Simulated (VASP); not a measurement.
# AgC2 (P6_3/mmc) in VASP: single point with PBE

Aim: the single point of AgC2 with PBE.

Program: VASP 6.6.1. These are calculated values, not measurements. Logs are shortened: lines on timing, memory, paths and dates and some standing lists are left out, and cuts for length are marked.

## (1) The cell of the first run

It takes space group P6_3/mmc (No. 194, hexagonal). The conventional cell has a = 2.554 Å, b = 2.554 Å, c = 14.487 Å, α = 90.00°, β = 90.00°, γ = 120.00°. Ag (site symmetry -6m2) has 6 Ag at 2.55 Å within 3.4 Å. Within 2.0 Å of C (site symmetry 3m) lie 3 C at 1.47 Å.

The cell was built from a structure type or drawn by symmetry, and may not be a known phase.

## (2) Single point, PBE

Input file INCAR:

```
SYSTEM = AgC2
ALGO = Normal
EDIFF = 1E-6
ENCUT = 600
GGA = PE
GGA_COMPAT = .False.
ISIF = 2
ISMEAR = 0
LASPH = .True.
LCHARG = .False.
LREAL = .False.
LWAVE = .False.
NBANDS = 28
NELM = 120
PREC = Accurate
SIGMA = 0.1
```

Input file KPOINTS:

```
k-points
0
Gamma
  6 6 2
  0 0 0
```

Input file POSCAR:

```
AgC2
1.0
    2.5537331351      0.0000000000      0.0000000000
   -1.2768665676      2.2115977695      0.0000000000
    0.0000000000      0.0000000000     14.4868187710
Ag C
2 4
Direct
    0.6666666667      0.3333333333      0.2500000000
    0.3333333333      0.6666666667      0.7500000000
    0.3333333333      0.6666666667      0.5000366244
    0.3333333333      0.6666666667      0.9999633756
    0.6666666667      0.3333333333      0.0000366244
    0.6666666667      0.3333333333      0.4999633756
```

Potentials or basis: VASP PAW PBE potentials, release 64 (Ag, C).

On the command line:

```console
> cat potpaw_PBE.64/Ag/POTCAR potpaw_PBE.64/C/POTCAR > POTCAR
> mpirun -np 1 vasp_std > vasp.out
```

OUTCAR:

```text
SYSTEM = AgC2
   EDIFF = 1E-6
   ENCUT = 600
   GGA = PE
   ISIF = 2
   ISMEAR = 0
   LASPH = .True.
   LREAL = .False.
   NELM = 120
   PREC = Accurate

 ion  position               nearest neighbor table
   1  0.667  0.333  0.250-
   2  0.333  0.667  0.750-
   3  0.333  0.667  0.500-   6 1.47   6 1.47   6 1.47
   4  0.333  0.667  1.000-   5 1.47   5 1.47   5 1.47
   5  0.667  0.333  0.000-   4 1.47   4 1.47   4 1.47
   6  0.667  0.333  0.500-   3 1.47   3 1.47   3 1.47

  LATTYP: Found a hexagonal cell.
 ALAT       =     2.5537331351
 C/A-ratio  =     5.6728005647

  Lattice vectors:

 A1 = (   2.5537331351,   0.0000000000,   0.0000000000)
 A2 = (  -1.2768665676,   2.2115977695,   0.0000000000)
 A3 = (   0.0000000000,   0.0000000000,  14.4868187710)

Analysis of symmetry for initial positions (statically):
=====================================================================
 Subroutine PRICEL returns:
 Original cell was already a primitive cell.

 Routine SETGRP: Setting up the symmetry group for a
 hexagonal supercell.

 Subroutine GETGRP returns: Found 24 space group operations
 (whereof 12 operations were pure point group operations)
 out of a pool of 24 trial point group operations.

The static configuration has the point symmetry D_3d.
 The point group associated with its full space group is D_6h.

Analysis of symmetry for dynamics (positions and initial velocities):
=====================================================================
 Subroutine PRICEL returns:
 Original cell was already a primitive cell.

 Routine SETGRP: Setting up the symmetry group for a
 hexagonal supercell.

 Subroutine GETGRP returns: Found 24 space group operations
 (whereof 12 operations were pure point group operations)
 out of a pool of 24 trial point group operations.

The dynamic configuration has the point symmetry D_3d.
 The point group associated with its full space group is D_6h.

 Subroutine INISYM returns: Found 24 space group operations
 (whereof 12 operations are pure point group operations),
 and found     1 'primitive' translations

----------------------------------------------------------------------------------------

[... 87 lines left out ...]
   ENCUT  =  600.0 eV  44.10 Ry    6.64 a.u.   5.10  5.10 28.93*2*pi/ulx,y,z
   NELM   =    120;   NELMIN=  2; NELMDL= -5     # of ELM steps
   EDIFF  = 0.1E-05   stopping-criterion for ELM
   LREAL  =      F    real-space projection
   EDIFFG = 0.1E-04   stopping-criterion for IOM
   NSW    =      0    number of steps for IOM
   IBRION =     -1    ionic relax: 0-MD 1-quasi-New 2-CG
   NFREE  =      0    steps in history (QN), initial steepest desc. (CG)
   ISIF   =      2    stress and relaxation
   ISYM   =      2    0-nonsym 1-usesym 2-fastsym
   POTIM  = 0.5000    time-step for ionic-motion
   TEBEG  =    0.0;   TEEND  =   0.0 temperature during run
   PSTRESS=    0.0 pullay stress
   NELECT =      38.0000    total number of electrons
   NUPDOWN=      -1.0000    fix difference up-down
   EMIN   =  10.00;   EMAX   =-10.00  energy-range for DOS
   EFERMI =   0.00;   METHOD = LEGACY
   ISMEAR =     0;   SIGMA  =   0.10  broadening in eV -4-tet -1-fermi 0-gaus
   EFERMI_NEDOS =   21; number of points for ismear=-14 and -15
   IALGO  =     38    algorithm
   IMIX   =      4    mixing-type and parameters
     AMIX     =   0.40;   BMIX     =  1.00
     AMIX_MAG =   1.60;   BMIX_MAG =  1.00
  volume/ion in A,a.u.               =      13.64        92.02
  Fermi-wavevector in a.u.,A,eV,Ry     =   1.267801  2.395797 21.868912  1.607320
  Thomas-Fermi vector in A             =   2.400930
   LORBIT       =      0    0 simple, 1 ext, 2 COOP (PROOUT), +10 PAW based schemes
   GGA     = PE    functional components
   LHFCALC =     F    Hartree Fock is set to
   AEXX    =    0.0000 exact exchange contribution
   IVDW    =     0    specifies the selected vdW correction
   LEPSILON=     F    determine dielectric tensor
   LRPA    =     F    only Hartree local field effects (RPA)
 non-spin polarized calculation
 Gauss-broadening in eV      SIGMA  =   0.10
  energy-cutoff  :      600.00
  volume of cell :       81.82
 maximum number of plane-waves:      2772
   NGX = 11   NGY = 11   NGZ = 57

 number of electron      37.9999996 magnetization

 Free energy of the ion-electron system (eV)
  ---------------------------------------------------
  ext. energy  EPLUGINS =         0.00000000
  ---------------------------------------------------
  free energy    TOTEN  =       -40.42319417 eV

  energy without entropy =      -40.40778324  energy(sigma->0) =      -40.41548870

 E-fermi :   4.2459     XC(G=0): -10.2073

 val. band max:        4.2010760182   @ k =   0.3333   0.0000   0.0000
 cond. band min:       4.2493006567   @ k =   0.3333   0.3333   0.5000
 fundamental gap:      0.0482246385
 Fermi energy:         4.2459273963

 k-point     1 :       0.0000    0.0000    0.0000
  band No.  band energies     occupation
      1     -14.4368      2.00000
      2     -14.4363      2.00000
      3      -2.8683      2.00000
      4      -2.7305      2.00000
      5      -2.0335      2.00000
      6      -1.9493      2.00000
[... 423 lines left out ...]
     27      15.0349      0.00000
     28      15.0349      0.00000

------------------------ aborting loop because EDIFF is reached ----------------------------------------

  FORCE on cell =-STRESS in cart. coord.  units (eV):
  Direction    XX          YY          ZZ          XY          YZ          ZX
  --------------------------------------------------------------------------------------
  -------------------------------------------------------------------------------------
  Total       -0.1282375     -0.1282375      0.9562664      0.0000000     -0.0000000      0.0000000
  in kB       -2.5111396     -2.5111396     18.7255585      0.0000000     -0.0000000      0.0000000
  external PRESSURE =       4.5677597 kB  Pullay stress =       0.0000000 kB

 VOLUME and BASIS-vectors are now :
 -----------------------------------------------------------------------------
  energy-cutoff  :      600.00
  volume of cell :       81.82
      direct lattice vectors                 reciprocal lattice vectors
     2.553733135  0.000000000  0.000000000     0.391583594  0.226080894  0.000000000
    -1.276866568  2.211597769  0.000000000     0.000000000  0.452161787  0.000000000
     0.000000000  0.000000000 14.486818771     0.000000000  0.000000000  0.069028267

 POSITION                                       TOTAL-FORCE (eV/Angst)
 -----------------------------------------------------------------------------------
      1.27687      0.73720      3.62170         0.000000     -0.000000      0.000000
     -0.00000      1.47440     10.86511        -0.000000      0.000000      0.000000
     -0.00000      1.47440      7.24394         0.000000      0.000000     -0.002760
     -0.00000      1.47440     14.48629         0.000000     -0.000000      0.002760
      1.27687      0.73720      0.00053        -0.000000      0.000000     -0.002760
      1.27687      0.73720      7.24288        -0.000000     -0.000000      0.002760
 -----------------------------------------------------------------------------------
    total drift:                               -0.000000      0.000000     -0.000000

  FREE ENERGIE OF THE ION-ELECTRON SYSTEM (eV)
  ---------------------------------------------------
  free  energy   TOTEN  =       -40.4231941668 eV

  energy  without entropy=      -40.4077832393  energy(sigma->0) =      -40.41548870
```

OSZICAR:

```text
N       E                     dE             d eps       ncg     rms          rms(c)
DAV:   1     0.237631755870E+03    0.23763E+03   -0.20747E+04   784   0.143E+03
DAV:   2    -0.293996443375E+02   -0.26703E+03   -0.25398E+03   904   0.312E+02
DAV:   3    -0.426584489549E+02   -0.13259E+02   -0.13102E+02   952   0.681E+01
DAV:   4    -0.428406659608E+02   -0.18222E+00   -0.18161E+00   980   0.818E+00
DAV:   5    -0.428446826409E+02   -0.40167E-02   -0.40158E-02   928   0.122E+00    0.122E+01
DAV:   6    -0.408700390414E+02    0.19746E+01   -0.14253E+01   880   0.149E+01    0.889E+00
DAV:   7    -0.405385599783E+02    0.33148E+00   -0.71555E-01   840   0.539E+00    0.466E+00
DAV:   8    -0.404258096623E+02    0.11275E+00   -0.22081E-01   832   0.280E+00    0.784E-01
DAV:   9    -0.404227042147E+02    0.31054E-02   -0.36073E-02   924   0.133E+00    0.281E-01
DAV:  10    -0.404233463348E+02   -0.64212E-03   -0.75434E-04   904   0.221E-01    0.140E-01
DAV:  11    -0.404231905554E+02    0.15578E-03   -0.61722E-04   868   0.165E-01    0.274E-02
DAV:  12    -0.404231848343E+02    0.57211E-05   -0.63933E-05   904   0.396E-02    0.117E-02
DAV:  13    -0.404231948005E+02   -0.99662E-05   -0.28507E-05   832   0.296E-02    0.639E-03
DAV:  14    -0.404231941668E+02    0.63368E-06   -0.14657E-06   796   0.677E-03
   1 F= -.40423194E+02 E0= -.40415489E+02  d E =-.154109E-01
```

Run time: 24 s. Hardware: 1 thread of Intel Xeon Platinum 8559C (Emerald Rapids), shared host; peak memory 0.22 GiB.

What came out:

```
Free energy            : -40.4232 eV
Pressure               : 0.5 GPa
Band gap on the k mesh : zero (bands 19 and 20 overlap by 4.16 eV)
```

Forces on the atoms (eV/Å):
```
Ag   0.000  0.000  0.000
Ag   0.000  0.000  0.000
C    0.000  0.000 -0.003
C    0.000  0.000  0.003
C    0.000  0.000 -0.003
C    0.000  0.000  0.003
```

Caveat: the k points lie up to 0.47 Å⁻¹ apart, too coarse for converged energies and pressures of a metal.
